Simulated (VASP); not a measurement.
# Nb (Fd-3m) in VASP: a series of runs

Nb is run at these levels: PBE; tasks: single point.

All numbers are computed with VASP 6.6.1; they aren't measurements. Logs are shortened: lines on timing, memory, paths and dates and some standing lists are left out, and cuts for length are marked.

## Step 1: The cell of the first run

Symmetry: Fd-3m, No. 227, cubic system. The conventional cell has a = 4.355 Å, b = 4.355 Å, c = 4.355 Å, α = 90.00°, β = 90.00°, γ = 90.00°. Nb (site symmetry -43m) has 4 Nb at 1.89 Å within 2.5 Å.

## Step 2: Single point, PBE (volume scaled by 0.4)

Input file INCAR:

```
  ALGO = Normal
  EDIFF = 1E-6
  ENCUT = 520
  GGA = PE
  ISIF = 2
  ISMEAR = -1
  LASPH = True
  LCHARG = True
  LELF = True
  LREAL = False
  LVHAR = True
  LWAVE = False
  NBANDS = 20
  NELM = 100
  PREC = Accurate
  SIGMA = 0.08
```

Input file KPOINTS:

```
k-points
0
Gamma
  13 13 13
```

Input file POSCAR:

```
Nb
1.0
    0.0000000000      2.1775419261      2.1775419261
    2.1775419261      0.0000000000      2.1775419261
    2.1775419261      2.1775419261      0.0000000000
Nb
2
Direct
   -0.1250000000     -0.1250000000     -0.1250000000
    0.1250000000      0.1250000000      0.1250000000
```

Potentials or basis: VASP PAW PBE potentials, release 64 (Nb_sv).

The run is started by

```console
> cat potpaw_PBE.64/Nb_sv/POTCAR > POTCAR
> mpirun -np 1 vasp_std > vasp.out
```

OUTCAR:

```text
EDIFF = 1E-6
   ENCUT = 520
   GGA = PE
   ISIF = 2
   ISMEAR = -1
   LASPH = True
   LREAL = False
   NELM = 100
   PREC = Accurate

 ion  position               nearest neighbor table
   1  0.875  0.875  0.875-   2 1.89   2 1.89   2 1.89   2 1.89
   2  0.125  0.125  0.125-   1 1.89   1 1.89   1 1.89   1 1.89

  LATTYP: Found a face centered cubic cell.
 ALAT       =     4.3550838522

  Lattice vectors:

 A1 = (   0.0000000000,   2.1775419261,   2.1775419261)
 A2 = (   2.1775419261,   0.0000000000,   2.1775419261)
 A3 = (   2.1775419261,   2.1775419261,   0.0000000000)

Analysis of symmetry for initial positions (statically):
=====================================================================
 Subroutine PRICEL returns:
 Original cell was already a primitive cell.

 Routine SETGRP: Setting up the symmetry group for a
 face centered cubic supercell.

 Subroutine GETGRP returns: Found 48 space group operations
 (whereof 12 operations were pure point group operations)
 out of a pool of 48 trial point group operations.

The static configuration has the point symmetry D_3d.
 The point group associated with its full space group is O_h .

Analysis of symmetry for dynamics (positions and initial velocities):
=====================================================================
 Subroutine PRICEL returns:
 Original cell was already a primitive cell.

 Routine SETGRP: Setting up the symmetry group for a
 face centered cubic supercell.

 Subroutine GETGRP returns: Found 48 space group operations
 (whereof 12 operations were pure point group operations)
 out of a pool of 48 trial point group operations.

The dynamic configuration has the point symmetry D_3d.
 The point group associated with its full space group is O_h .

 Subroutine INISYM returns: Found 48 space group operations
 (whereof 12 operations are pure point group operations),
 and found     1 'primitive' translations

----------------------------------------------------------------------------------------

                                     Primitive cell

  volume of cell :      20.6505

  direct lattice vectors                    reciprocal lattice vectors
     0.000000000  2.177541926  2.177541926    -0.229616704  0.229616704  0.229616704
     2.177541926  0.000000000  2.177541926     0.229616704 -0.229616704  0.229616704
     2.177541926  2.177541926  0.000000000     0.229616704  0.229616704 -0.229616704

  length of vectors
     3.079509325  3.079509325  3.079509325     0.397707798  0.397707798  0.397707798

  position of ions in fractional coordinates (direct lattice)
     0.875000000  0.875000000  0.875000000
     0.125000000  0.125000000  0.125000000

  ion indices of the primitive-cell ions
   primitive index   ion index
                 1           1
                 2           2

----------------------------------------------------------------------------------------

 KPOINTS: k-points

Automatic generation of k-mesh.
 Grid dimensions read from file:
 generate k-points for:   13   13   13

 Generating k-lattice:

  Cartesian coordinates                     Fractional coordinates (reciprocal lattice)
    -0.017662823  0.017662823  0.017662823     0.076923077  0.000000000  0.000000000
     0.017662823 -0.017662823  0.017662823     0.000000000  0.076923077  0.000000000
     0.017662823  0.017662823 -0.017662823     0.000000000  0.000000000  0.076923077

  Length of vectors
     0.030592908  0.030592908  0.030592908

  Shift w.r.t. Gamma in fractional coordinates (k-lattice)
     0.000000000  0.000000000  0.000000000

 Subroutine IBZKPT returns following result:
 ===========================================

 Found     84 irreducible k-points:

 Following reciprocal coordinates:
            Coordinates               Weight
  0.000000  0.000000  0.000000      1.000000
  0.076923  0.000000  0.000000      8.000000
  0.153846  0.000000  0.000000      8.000000
  0.230769  0.000000  0.000000      8.000000
  0.307692  0.000000  0.000000      8.000000
  0.384615  0.000000  0.000000      8.000000
[... 16 lines left out ...]
  0.384615  0.153846  0.000000     24.000000
  0.461538  0.153846  0.000000     24.000000
 [... further k-points ...]
   k-points           NKPTS =     84   k-points in BZ     NKDIM =     84   number of bands    NBANDS=     20
   number of dos      NEDOS =    301   number of ions     NIONS =      2
   total plane-waves  NPLWV =  13824
   dimension x,y,z NGX =    24 NGY =   24 NGZ =   24
   dimension x,y,z NGXF=    48 NGYF=   48 NGZF=   48
   ions per type =               2
   NGX,Y,Z   is equivalent  to a cutoff of  12.96, 12.96, 12.96 a.u.
   NGXF,Y,Z  is equivalent  to a cutoff of  25.91, 25.91, 25.91 a.u.
 SYSTEM =  unknown system
   PREC   = accura    normal or accurate (medium, high low for compatibility)
   ISTART =      0    job   : 0-new  1-cont  2-samecut
   ICHARG =      2    charge: 1-file 2-atom 10-const
   ISPIN  =      1    spin polarized calculation?
   LNONCOLLINEAR =      F non collinear calculations
   LSORBIT =      F    spin-orbit coupling
   LASPH  =      T    aspherical Exc in radial PAW
   ENCUT  =  520.0 eV  38.22 Ry    6.18 a.u.   5.73  5.73  5.73*2*pi/ulx,y,z
   NELM   =    100;   NELMIN=  2; NELMDL= -5     # of ELM steps
   EDIFF  = 0.1E-05   stopping-criterion for ELM
   LREAL  =      F    real-space projection
   EDIFFG = 0.1E-04   stopping-criterion for IOM
   NSW    =      0    number of steps for IOM
   IBRION =     -1    ionic relax: 0-MD 1-quasi-New 2-CG
   NFREE  =      0    steps in history (QN), initial steepest desc. (CG)
   ISIF   =      2    stress and relaxation
   ISYM   =      2    0-nonsym 1-usesym 2-fastsym
   POTIM  = 0.5000    time-step for ionic-motion
   TEBEG  =    0.0;   TEEND  =   0.0 temperature during run
   PSTRESS=    0.0 pullay stress
   NELECT =      26.0000    total number of electrons
   NUPDOWN=      -1.0000    fix difference up-down
   EMIN   =  10.00;   EMAX   =-10.00  energy-range for DOS
   EFERMI =   0.00;   METHOD = LEGACY
   ISMEAR =    -1;   SIGMA  =   0.08  broadening in eV -4-tet -1-fermi 0-gaus
   EFERMI_NEDOS =   21; number of points for ismear=-14 and -15
   IALGO  =     38    algorithm
   IMIX   =      4    mixing-type and parameters
     AMIX     =   0.40;   BMIX     =  1.00
     AMIX_MAG =   1.60;   BMIX_MAG =  1.00
  volume/ion in A,a.u.               =      10.33        69.68
  Fermi-wavevector in a.u.,A,eV,Ry     =   1.767758  3.340578 42.517765  3.124968
  Thomas-Fermi vector in A             =   2.835080
   LORBIT       =      0    0 simple, 1 ext, 2 COOP (PROOUT), +10 PAW based schemes
   GGA     = PE    functional components
   LHFCALC =     F    Hartree Fock is set to
   AEXX    =    0.0000 exact exchange contribution
   IVDW    =     0    specifies the selected vdW correction
   LEPSILON=     F    determine dielectric tensor
   LRPA    =     F    only Hartree local field effects (RPA)
 non-spin polarized calculation
  energy-cutoff  :      520.00
  volume of cell :       20.65
 maximum number of plane-waves:       568
   NGX = 11   NGY = 11   NGZ = 11

 number of electron      26.0000001 magnetization

 Free energy of the ion-electron system (eV)
  ---------------------------------------------------
  ext. energy  EPLUGINS =         0.00000000
  ---------------------------------------------------
  free energy    TOTEN  =         3.76304015 eV

  energy without entropy =        3.78517719  energy(sigma->0) =        3.77410867

 E-fermi :  21.9647     XC(G=0): -15.2407

 val. band max:       21.9558645285   @ k =   0.1538   0.1538   0.0000
 cond. band min:      21.9954519373   @ k =  -0.1538   0.0769   0.0000
 fundamental gap:      0.0395874088
 Fermi energy:        21.9647300022

 k-point     1 :       0.0000    0.0000    0.0000
  band No.  band energies     occupation
      1     -38.2342      2.00000
      2     -29.4584      2.00000
      3     -14.1674      2.00000
      4     -14.1674      2.00000
      5     -14.1674      2.00000
      6      -7.9866      2.00000
[... 12 lines left out ...]
     19      34.3919      0.00000
     20      34.3919      0.00000

 k-point     2 :       0.0769    0.0000    0.0000
  band No.  band energies     occupation
      1     -38.1657      2.00000
      2     -29.6145      2.00000
      3     -14.2329      2.00000
      4     -14.2329      2.00000
      5     -14.1227      2.00000
      6      -7.8852      2.00000
[... 12 lines left out ...]
     19      34.2853      0.00000
     20      34.2853      0.00000

 k-point     3 :       0.1538    0.0000    0.0000
  band No.  band energies     occupation
      1     -37.9653      2.00000
      2     -30.0496      2.00000
      3     -14.4045      2.00000
      4     -14.4045      2.00000
      5     -14.0228      2.00000
      6      -7.6050      2.00000
[... 12 lines left out ...]
     19      34.0364      0.00000
     20      34.3296      0.00000

 k-point     4 :       0.2308    0.0000    0.0000
  band No.  band energies     occupation
      1     -37.6502      2.00000
      2     -30.6779      2.00000
      3     -14.6258      2.00000
      4     -14.6258      2.00000
      5     -13.9345      2.00000
      6      -7.2347      2.00000
[... 12 lines left out ...]
     19      33.7436      0.00000
     20      35.5519      0.00000

 k-point     5 :       0.3077    0.0000    0.0000
  band No.  band energies     occupation
      1     -37.2569      2.00000
      2     -31.3840      2.00000
      3     -14.8398      2.00000
      4     -14.8398      2.00000
      5     -13.8952      2.00000
      6      -6.8639      2.00000
[... 12 lines left out ...]
     19      33.3874      0.00000
     20      36.7940      0.00000

 k-point     6 :       0.3846    0.0000    0.0000
  band No.  band energies     occupation
      1     -36.8579      2.00000
      2     -32.0290      2.00000
      3     -15.0038      2.00000
      4     -15.0038      2.00000
      5     -13.8954      2.00000
      6      -6.5712      2.00000
[... 12 lines left out ...]
     19      32.8984      0.00000
     20      35.2155      0.00000

 k-point     7 :       0.4615    0.0000    0.0000
  band No.  band energies     occupation
      1     -36.5844      2.00000
      2     -32.4368      2.00000
      3     -15.0920      2.00000
      4     -15.0920      2.00000
      5     -13.9061      2.00000
      6      -6.4112      2.00000
[... 12 lines left out ...]
     19      32.3598      0.00000
     20      32.3598      0.00000
[... 277 lines left out ...]
 k-point    20 :       0.1538    0.1538    0.0000
  band No.  band energies     occupation
      1     -37.8696      2.00000
      2     -30.2448      2.00000
      3     -14.7058      2.00000
      4     -14.7058      2.00000
      5     -13.4042      2.00000
      6      -8.2741      2.00000
[... 12 lines left out ...]
     19      33.2529      0.00000
     20      35.4380      0.00000

 k-point    21 :       0.2308    0.1538    0.0000
  band No.  band energies     occupation
      1     -37.6276      2.00000
      2     -30.7161      2.00000
      3     -14.9512      2.00000
      4     -14.9349      2.00000
      5     -13.0836      2.00000
      6      -8.2956      2.00000
[... 12 lines left out ...]
     19      33.7823      0.00000
     20      35.2237      0.00000

 k-point    22 :       0.3077    0.1538    0.0000
  band No.  band energies     occupation
      1     -37.2797      2.00000
      2     -31.3381      2.00000
      3     -15.2401      2.00000
      4     -15.1414      2.00000
      5     -12.8307      2.00000
      6      -8.1130      2.00000
[... 12 lines left out ...]
     19      34.5080      0.00000
     20      35.0696      0.00000

 k-point    23 :       0.3846    0.1538    0.0000
  band No.  band energies     occupation
      1     -36.8691      2.00000
      2     -32.0024      2.00000
      3     -15.5325      2.00000
      4     -15.2863      2.00000
      5     -12.6708      2.00000
      6      -7.7872      2.00000
[... 12 lines left out ...]
     19      33.6695      0.00000
     20      36.3447      0.00000

 k-point    24 :       0.4615    0.1538    0.0000
  band No.  band energies     occupation
      1     -36.4845      2.00000
      2     -32.5683      2.00000
      3     -15.7720      2.00000
      4     -15.3475      2.00000
      5     -12.6052      2.00000
      6      -7.4260      2.00000
[... 12 lines left out ...]
     19      32.5799      0.00000
     20      33.8478      0.00000

 [... further k-points ...]
[... 5 lines left out ...]
  --------------------------------------------------------------------------------------
  -------------------------------------------------------------------------------------
  Total       61.3312787     61.3312787     61.3312787     -0.0000000     -0.0000000      0.0000000
  in kB     4758.4228202   4758.4228202   4758.4228202     -0.0000000     -0.0000000      0.0000000
  external PRESSURE =    4758.4228202 kB  Pullay stress =       0.0000000 kB

 VOLUME and BASIS-vectors are now :
 -----------------------------------------------------------------------------
  energy-cutoff  :      520.00
  volume of cell :       20.65
      direct lattice vectors                 reciprocal lattice vectors
     0.000000000  2.177541926  2.177541926    -0.229616704  0.229616704  0.229616704
     2.177541926  0.000000000  2.177541926     0.229616704 -0.229616704  0.229616704
     2.177541926  2.177541926  0.000000000     0.229616704  0.229616704 -0.229616704

 POSITION                                       TOTAL-FORCE (eV/Angst)
 -----------------------------------------------------------------------------------
      3.81070      3.81070      3.81070        -0.000000      0.000000      0.000000
      0.54439      0.54439      0.54439         0.000000     -0.000000     -0.000000
 -----------------------------------------------------------------------------------
    total drift:                                0.000000      0.000000      0.000000

  FREE ENERGIE OF THE ION-ELECTRON SYSTEM (eV)
  ---------------------------------------------------
  free  energy   TOTEN  =         3.7630401534 eV

  energy  without entropy=        3.7851771925  energy(sigma->0) =        3.77410867
```

Run time: 18 s. Hardware: 1 thread of Intel Xeon 6975P-C, shared host; peak memory 0.15 GiB.

What came out:

```
Free energy            : 3.7630 eV
Pressure               : 475.8 GPa
Band gap on the k mesh : zero (band 13 reaches 22.70 eV, above the bottom of band 14 at 19.09 eV)
```

[end of part 1 of 2]
